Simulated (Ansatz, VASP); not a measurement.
## Two plane-wave programs on BN

```xyz
2
Lattice="0.0000 1.8075 1.8075 1.8075 0.0000 1.8075 1.8075 1.8075 0.0000" Properties=species:S:1:pos:R:3 pbc="T T T"
B     0.0000    0.0000    0.0000
N     0.9038    0.9038    0.9038
```

Alike in both runs: task relaxation of cell and atoms; functional PBEsol; k mesh 12 × 12 × 12; occupations gaussian, width 0.02 eV; no spin polarisation.

|  | VASP | Ansatz |
| --- | --- | --- |
| version | VASP 6.6.1 | Ansatz 0.2.0 |
| potentials or method | VASP PAW PBE potentials, release 64 (B, N), cutoff 600 eV | scalar-relativistic, plane waves, PAW |
| valence electrons in the cell | 8 | 8 |

Ansatz gave:

| Property | Result |
| --- | --- |
| gap on the k mesh at the Fermi level, each at its own relaxed structure (eV) | 4.30 |
| relaxed volume (Å³/atom) | 5.86 |
| relaxed cell length with the largest relative difference (Å) | 2.550 |

Question: What did VASP give for the same quantities?

Answer: gap on the k mesh at the Fermi level, each at its own relaxed structure (eV): 4.28; relaxed volume (Å³/atom): 5.86; relaxed cell length with the largest relative difference (Å): 2.550.

VASP's potentials were made for PBE, not for PBEsol.
